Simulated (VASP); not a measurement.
Input of a VASP 6.6.1 run:

Contents of INCAR:

```
PREC = Accurate ; ENCUT = 520
EDIFF = 1E-7 ; ISMEAR = 0
SIGMA = 0.2 ; LREAL = F
LASPH = T ; NELM = 60
ALGO = Normal ; ISIF = 2
LWAVE = F ; LCHARG = T
GGA = PE ; LELF = T
LVHAR = T ; NBANDS = 37
```

KPOINTS

```
regular mesh
0
Gamma
  6 6 4
```

The input POSCAR:

```
Y2S
1.0
    4.5935044447      0.0000000000      0.0000000000
    0.0000000000      4.5935044447      0.0000000000
    0.0000000000      0.0000000000      7.0006719624
Y S
4 2
Direct
    0.0000000000      0.5000000000      0.0000000000
    0.0000000000      0.5000000000      0.5000000000
    0.5000000000      0.0000000000      0.0000000000
    0.5000000000      0.0000000000      0.5000000000
    0.5000000000      0.5000000000      0.2500000000
    0.5000000000      0.5000000000      0.7500000000
```

Potentials or basis: VASP PAW PBE potentials, release 64 (Y_sv, S).

The run is started by

```console
$ cat potpaw_PBE.64/Y_sv/POTCAR potpaw_PBE.64/S/POTCAR > POTCAR
$ mpirun -np 1 vasp_std > vasp.out
```

Task: What does it give for the pressure?

Result: -0.1 GPa.

Task: What does it give for the band gap on the k mesh?

Result: Zero (bands 28 and 29 overlap by 1.06 eV).

Stress tensor (GPa, compression positive):
```
-0.01  0.00  0.00
 0.00 -0.01  0.00
 0.00  0.00 -0.16
```
